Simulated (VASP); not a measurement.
# Na3HSe (Pm-3m) in VASP: a series of runs

The runs below take Na3HSe through single point, relaxation of cell and atoms, with r2SCAN.

Program: VASP 6.6.1. These are calculated values, not measurements. Logs are shortened: lines on timing, memory, paths and dates and some standing lists are left out, and cuts for length are marked.

## (1) The cell of the first run

The structure is cubic, space group Pm-3m (No. 221). Conventional cell: a = 4.498 Å, b = 4.498 Å, c = 4.498 Å, α = 90.00°, β = 90.00°, γ = 90.00°. Within 3.0 Å of Na (site symmetry 4/mmm) lie 2 H at 2.25 Å. H (site symmetry m-3m) has 6 Na at 2.25 Å within 3.0 Å. Se (site symmetry m-3m) has 12 Na at 3.18 Å and 8 H at 3.90 Å within 4.2 Å.

## (2) Single point, r2SCAN

POSCAR

```
Na3HSe
1.0
    4.4981794046      0.0000000000      0.0000000000
    0.0000000000      4.4981794046      0.0000000000
    0.0000000000      0.0000000000      4.4981794046
Na H Se
3 1 1
Direct
    0.0000000000      0.5000000000      0.5000000000
    0.5000000000      0.0000000000      0.5000000000
    0.5000000000      0.5000000000      0.0000000000
    0.5000000000      0.5000000000      0.5000000000
    0.0000000000      0.0000000000      0.0000000000
```

INCAR.step1

```
PREC = Accurate
ENCUT = 520
ISMEAR = 0
SIGMA = 0.02
LREAL = F
LASPH = T
NELM = 100
NBANDS = 22
GGA = PE
ALGO = Normal
EDIFF = 1E-4
LWAVE = T
LCHARG = F
```

INCAR.step2

```
PREC = Accurate
ENCUT = 520
EDIFF = 1E-6
ISMEAR = 0
SIGMA = 0.02
LREAL = F
LASPH = T
NELM = 100
ALGO = Normal
ISIF = 2
LWAVE = F
LCHARG = T
METAGGA = R2SCAN
LMIXTAU = T
LELF = T
LVHAR = T
NBANDS = 22
ISTART = 1
```

KPOINTS

```
regular mesh
0
Gamma
  6 6 6
```

Potentials or basis: VASP PAW PBE potentials, release 64 (Na_pv, H, Se).

Command:

```sh
$ cat potpaw_PBE.64/Na_pv/POTCAR potpaw_PBE.64/H/POTCAR potpaw_PBE.64/Se/POTCAR > POTCAR
$ cp INCAR.step1 INCAR
$ mpirun -np 1 vasp_std > vasp.out
$ cp INCAR.step2 INCAR
$ mpirun -np 1 vasp_std > vasp.out
```

OUTCAR:

```text
PREC = Accurate
   ENCUT = 520
   EDIFF = 1E-6
   ISMEAR = 0
   LREAL = F
   LASPH = T
   NELM = 100
   ISIF = 2
   METAGGA = R2SCAN
   ISTART = 1

 ion  position               nearest neighbor table
   1  0.000  0.500  0.500-
   2  0.500  0.000  0.500-
   3  0.500  0.500  0.000-
   4  0.500  0.500  0.500-
   5  0.000  0.000  0.000-

  LATTYP: Found a simple cubic cell.
 ALAT       =     4.4981794046

  Lattice vectors:

 A1 = (   4.4981794046,   0.0000000000,   0.0000000000)
 A2 = (   0.0000000000,   4.4981794046,   0.0000000000)
 A3 = (   0.0000000000,   0.0000000000,   4.4981794046)

Analysis of symmetry for initial positions (statically):
=====================================================================
 Subroutine PRICEL returns:
 Original cell was already a primitive cell.

 Routine SETGRP: Setting up the symmetry group for a
 simple cubic supercell.

 Subroutine GETGRP returns: Found 48 space group operations
 (whereof 48 operations were pure point group operations)
 out of a pool of 48 trial point group operations.

The static configuration has the point symmetry O_h .

Analysis of symmetry for dynamics (positions and initial velocities):
=====================================================================
 Subroutine PRICEL returns:
 Original cell was already a primitive cell.

 Routine SETGRP: Setting up the symmetry group for a
 simple cubic supercell.

 Subroutine GETGRP returns: Found 48 space group operations
 (whereof 48 operations were pure point group operations)
 out of a pool of 48 trial point group operations.

The dynamic configuration has the point symmetry O_h .

 Subroutine INISYM returns: Found 48 space group operations
 (whereof 48 operations are pure point group operations),
 and found     1 'primitive' translations

----------------------------------------------------------------------------------------

                                     Primitive cell

  volume of cell :      91.0144

  direct lattice vectors                    reciprocal lattice vectors
     4.498179405  0.000000000  0.000000000     0.222312165  0.000000000  0.000000000
     0.000000000  4.498179405  0.000000000     0.000000000  0.222312165  0.000000000
     0.000000000  0.000000000  4.498179405     0.000000000  0.000000000  0.222312165

  length of vectors
[... 81 lines left out ...]
   ENCUT  =  520.0 eV  38.22 Ry    6.18 a.u.   8.36  8.36  8.36*2*pi/ulx,y,z
   NELM   =    100;   NELMIN=  2; NELMDL=  0     # of ELM steps
   EDIFF  = 0.1E-05   stopping-criterion for ELM
   LREAL  =      F    real-space projection
   EDIFFG = 0.1E-04   stopping-criterion for IOM
   NSW    =      0    number of steps for IOM
   IBRION =     -1    ionic relax: 0-MD 1-quasi-New 2-CG
   NFREE  =      0    steps in history (QN), initial steepest desc. (CG)
   ISIF   =      2    stress and relaxation
   ISYM   =      2    0-nonsym 1-usesym 2-fastsym
   POTIM  = 0.5000    time-step for ionic-motion
   TEBEG  =    0.0;   TEEND  =   0.0 temperature during run
   PSTRESS=    0.0 pullay stress
   NELECT =      28.0000    total number of electrons
   NUPDOWN=      -1.0000    fix difference up-down
   EMIN   =  10.00;   EMAX   =-10.00  energy-range for DOS
   EFERMI =   0.00;   METHOD = LEGACY
   ISMEAR =     0;   SIGMA  =   0.02  broadening in eV -4-tet -1-fermi 0-gaus
   EFERMI_NEDOS =   21; number of points for ismear=-14 and -15
   IALGO  =     38    algorithm
   IMIX   =      4    mixing-type and parameters
     AMIX     =   0.40;   BMIX     =  1.00
     AMIX_MAG =   1.60;   BMIX_MAG =  1.00
  volume/ion in A,a.u.               =      18.20       122.84
  Fermi-wavevector in a.u.,A,eV,Ry     =   1.105157  2.088444 16.617782  1.221372
  Thomas-Fermi vector in A             =   2.241640
   LORBIT       =      0    0 simple, 1 ext, 2 COOP (PROOUT), +10 PAW based schemes
   METAGGA = R2SCAN    functional components
   LHFCALC =     F    Hartree Fock is set to
   AEXX    =    0.0000 exact exchange contribution
   IVDW    =     0    specifies the selected vdW correction
   LEPSILON=     F    determine dielectric tensor
   LRPA    =     F    only Hartree local field effects (RPA)
 non-spin polarized calculation
 Gauss-broadening in eV      SIGMA  =   0.02
  energy-cutoff  :      520.00
  volume of cell :       91.01
 maximum number of plane-waves:      2470
 NGX is ok and might be reduce to    36
   NGX = 17   NGY = 17   NGZ = 17

 number of electron      27.9999953 magnetization

 Free energy of the ion-electron system (eV)
  ---------------------------------------------------
  ext. energy  EPLUGINS =         0.00000000
  ---------------------------------------------------
  free energy    TOTEN  =       -32.72885771 eV

  energy without entropy =      -32.72885771  energy(sigma->0) =      -32.72885771

 E-fermi :   0.5879     XC(G=0):  -8.8565

 val. band max:        0.4579199584   @ k =   0.5000   0.5000   0.0000
 cond. band min:       4.0740024175   @ k =   0.5000   0.0000   0.0000
 fundamental gap:      3.6160824591
 Fermi energy:         0.5878827387

 k-point     1 :       0.0000    0.0000    0.0000
  band No.  band energies     occupation
      1     -23.3669      2.00000
      2     -23.3669      2.00000
      3     -23.3669      2.00000
      4     -23.3013      2.00000
      5     -23.3013      2.00000
      6     -23.3013      2.00000
[... 489 lines left out ...]
     21      12.7036      0.00000
     22      13.0214      0.00000

------------------------ aborting loop because EDIFF is reached ----------------------------------------

  FORCE on cell =-STRESS in cart. coord.  units (eV):
  Direction    XX          YY          ZZ          XY          YZ          ZX
  --------------------------------------------------------------------------------------
  -------------------------------------------------------------------------------------
  Total       -0.1128713     -0.1128713     -0.1128713      0.0000000      0.0000000      0.0000000
  in kB       -1.9869348     -1.9869348     -1.9869348      0.0000000      0.0000000      0.0000000
  external PRESSURE =      -1.9869348 kB  Pullay stress =       0.0000000 kB

 VOLUME and BASIS-vectors are now :
 -----------------------------------------------------------------------------
  energy-cutoff  :      520.00
  volume of cell :       91.01
      direct lattice vectors                 reciprocal lattice vectors
     4.498179405  0.000000000  0.000000000     0.222312165  0.000000000  0.000000000
     0.000000000  4.498179405  0.000000000     0.000000000  0.222312165  0.000000000
     0.000000000  0.000000000  4.498179405     0.000000000  0.000000000  0.222312165

 POSITION                                       TOTAL-FORCE (eV/Angst)
 -----------------------------------------------------------------------------------
      0.00000      2.24909      2.24909         0.000000      0.000000      0.000000
      2.24909      0.00000      2.24909         0.000000      0.000000      0.000000
      2.24909      2.24909      0.00000         0.000000      0.000000      0.000000
      2.24909      2.24909      2.24909         0.000000      0.000000      0.000000
      0.00000      0.00000      0.00000         0.000000      0.000000      0.000000
 -----------------------------------------------------------------------------------
    total drift:                                0.000000      0.000000      0.000000

  FREE ENERGIE OF THE ION-ELECTRON SYSTEM (eV)
  ---------------------------------------------------
  free  energy   TOTEN  =       -32.7288577110 eV

  energy  without entropy=      -32.7288577110  energy(sigma->0) =      -32.72885771
```

OUTCAR.step1:

```text
PREC = Accurate
   ENCUT = 520
   ISMEAR = 0
   LREAL = F
[... 726 lines left out ...]
      2.24909      0.00000      2.24909         0.000000      0.000000      0.000000
      2.24909      2.24909      0.00000         0.000000      0.000000      0.000000
      2.24909      2.24909      2.24909         0.000000      0.000000      0.000000
      0.00000      0.00000      0.00000         0.000000      0.000000      0.000000
 -----------------------------------------------------------------------------------
    total drift:                                0.000000      0.000000      0.000000

  FREE ENERGIE OF THE ION-ELECTRON SYSTEM (eV)
  ---------------------------------------------------
  free  energy   TOTEN  =       -14.2647477730 eV

  energy  without entropy=      -14.2647477730  energy(sigma->0) =      -14.26474777
```

It took 1.9 min on 1 thread of Oxide Virtual Turin-like, shared host; peak memory 0.19 GiB.

Results:

```
Free energy            : -32.7289 eV
Pressure               : -0.2 GPa
Band gap on the k mesh : 3.62 eV, indirect (least direct gap 3.75 eV)
```

Caveat: the PAW data sets were made with another functional, which shifts forces and pressure a little. r2SCAN opens gaps a little over a GGA but as a rule still falls short of measured ones.

## (3) Relaxation of cell and atoms, r2SCAN

This run uses another cell than the first one, of 18.84 Å³/atom, 1.035 times its volume.

POSCAR, as its differences from that of step 2:

```diff
@@ -2,5 +2,5 @@
 1.0
-    4.4981794046      0.0000000000      0.0000000000
-    0.0000000000      4.4981794046      0.0000000000
-    0.0000000000      0.0000000000      4.4981794046
+    4.5502916133      0.0000000000      0.0000000000
+    0.0000000000      4.5502916133      0.0000000000
+    0.0000000000      0.0000000000      4.5502916133
 Na H Se
```

INCAR.step1

```
SYSTEM = Na3HSe
  ALGO = Normal
  EDIFF = 1E-4
  ENCUT = 600
  GGA = PE
  ISMEAR = 0
  LASPH = .True.
  LCHARG = .False.
  LREAL = .False.
  LWAVE = .True.
  NELM = 60
  PREC = Accurate
  SIGMA = 0.02
```

INCAR.step2

```
SYSTEM = Na3HSe
  ALGO = Normal
  EDIFF = 1E-6
  EDIFFG = -0.005
  ENCUT = 600
  IBRION = 2
  ISIF = 3
  ISMEAR = 0
  ISTART = 1
  LASPH = .True.
  LCHARG = .False.
  LMIXTAU = .True.
  LREAL = .False.
  LWAVE = .False.
  METAGGA = R2SCAN
  NELM = 60
  NSW = 70
  PREC = Accurate
  SIGMA = 0.02
```

KPOINTS

```
k-points
0
Gamma
  6 6 6
  0 0 0
```

Potentials or basis: VASP PAW PBE potentials, release 64 (Na_pv, H, Se).

Command:

```sh
$ cat potpaw_PBE.64/Na_pv/POTCAR potpaw_PBE.64/H/POTCAR potpaw_PBE.64/Se/POTCAR > POTCAR
$ cp INCAR.step1 INCAR
$ mpirun -np 1 vasp_std > vasp.out
$ cp INCAR.step2 INCAR
$ mpirun -np 1 vasp_std > vasp.out
```

It took 7.9 min on 1 thread of Oxide Virtual Turin-like, shared host; peak memory 0.22 GiB.

It converged, with:

```
Free energy                            : -32.7338 eV
Relaxed volume                         : 18.06 Å³/atom
Relaxed cell                           : a = 4.486 Å, b = 4.486 Å, c = 4.486 Å, α = 90.00°, β = 90.00°, γ = 90.00°
Space group after relaxing (to 0.05 Å) : Pm-3m (No. 221)
Energy gained by relaxing              : 3.1 meV/atom
Ionic steps                            : 5
Pressure after relaxing                : 0.0 GPa
Band gap on the k mesh                 : 3.65 eV, indirect (least direct gap 3.78 eV)
```

Step by step:
```
step  energy change (eV)  largest force (eV/Å)  pressure (GPa)  volume (Å³)
   1              0.0000                0.0000           -1.15        94.21
   2             -0.0107                0.0000           -0.61        92.38
   3             -0.0141                0.0000           -0.32        91.39
   4             -0.0153                0.0000            0.26        89.44
   5             -0.0156                0.0000            0.02        90.30
```

Final structure:
```yaml
crystal:
  lattice:
    - [4.48634, 0.00000, 0.00000]
    - [0.00000, 4.48634, 0.00000]
    - [0.00000, 0.00000, 4.48634]
  atoms:
    - { symbol: Na, position: [0.00000, 0.50000, 0.50000] }
    - { symbol: Na, position: [0.50000, 0.00000, 0.50000] }
    - { symbol: Na, position: [0.50000, 0.50000, 0.00000] }
    - { symbol: H, position: [0.50000, 0.50000, 0.50000] }
    - { symbol: Se, position: [0.00000, 0.00000, 0.00000] }
```

Levels at points of the mesh, in eV from the valence-band top:
```
           k point  band 11  band 12  band 13  band 14  band 15  band 16  band 17  band 18
(0.00, 0.00, 0.00)    -2.69    -0.30    -0.30    -0.30     5.20     5.73     5.73     8.26
(0.50, 0.00, 0.00)    -3.24    -0.54    -0.14    -0.14     3.65     6.41     6.52     6.52
(0.50, 0.50, 0.00)    -2.21    -1.64    -1.64     0.00     5.81     6.83     7.04     7.04
(0.50, 0.50, 0.50)    -1.84    -1.23    -1.23    -1.23     4.25     4.25     4.25    10.39
```

Caveat: the PAW data sets were made with another functional, which shifts forces and pressure a little.
